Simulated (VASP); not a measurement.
Here is a VASP 6.6.1 calculation.

Contents of POSCAR:

```
In2BiP
1.0
    4.3679246360      0.0000000000      0.0000000000
    0.0000000000      4.3679246360      0.0000000000
    0.0000000000      0.0000000000      6.2374840043
P In Bi
1 2 1
Direct
    0.0000000000      0.0000000000      0.0000000000
    0.0000000000      0.5000000000      0.7814219074
    0.5000000000      0.0000000000      0.2185780926
    0.5000000000      0.5000000000      0.5000000000
```

The input INCAR.step1:

```
PREC     = Accurate       # precision mode
ENCUT    = 520            # plane-wave cutoff, eV
ISMEAR   = -1             # smearing method
SIGMA    = 0.02           # smearing width, eV
LREAL    = F              # projectors in reciprocal space
LASPH    = T              # aspherical terms in the spheres
NELM     = 100            # most SCF steps
NBANDS   = 31             # bands
GGA      = PE             # functional
ALGO     = Normal         # electronic algorithm
EDIFF    = 1E-4           # SCF threshold, eV
LWAVE    = T              # write WAVECAR
LCHARG   = F              # write CHGCAR
```

INCAR.step2

```
PREC     = Accurate       # precision mode
ENCUT    = 520            # plane-wave cutoff, eV
EDIFF    = 1E-6           # SCF threshold, eV
ISMEAR   = -1             # smearing method
SIGMA    = 0.02           # smearing width, eV
LREAL    = F              # projectors in reciprocal space
LASPH    = T              # aspherical terms in the spheres
NELM     = 100            # most SCF steps
ALGO     = Normal         # electronic algorithm
ISIF     = 2              # what is computed and relaxed
LWAVE    = F              # write WAVECAR
LCHARG   = F              # write CHGCAR
METAGGA  = R2SCAN         # meta-GGA
LMIXTAU  = T            
NBANDS   = 31             # bands
ISTART   = 1
```

The input KPOINTS:

```
regular mesh
0
Gamma
  6 6 4
```

Potentials or basis: VASP PAW PBE potentials, release 64 (P, In_d, Bi_d).

Command:

```bash
$ cat potpaw_PBE.64/P/POTCAR potpaw_PBE.64/In_d/POTCAR potpaw_PBE.64/Bi_d/POTCAR > POTCAR
$ cp INCAR.step1 INCAR
$ mpirun -np 1 vasp_std > vasp.out
$ cp INCAR.step2 INCAR
$ mpirun -np 1 vasp_std > vasp.out
```

What does it give for the band gap on the k mesh?

Zero (filled and empty bands touch).

Predict the largest force.

0.070 eV/Å.

Forces on the atoms (eV/Å):
```
P    0.000  0.000  0.000
In   0.000  0.000  0.070
In   0.000  0.000 -0.070
Bi   0.000  0.000  0.000
```

Caveat: the PAW data sets were made with another functional, which shifts forces and pressure a little; spin-orbit coupling is left out, which moves the levels of the heavy elements.
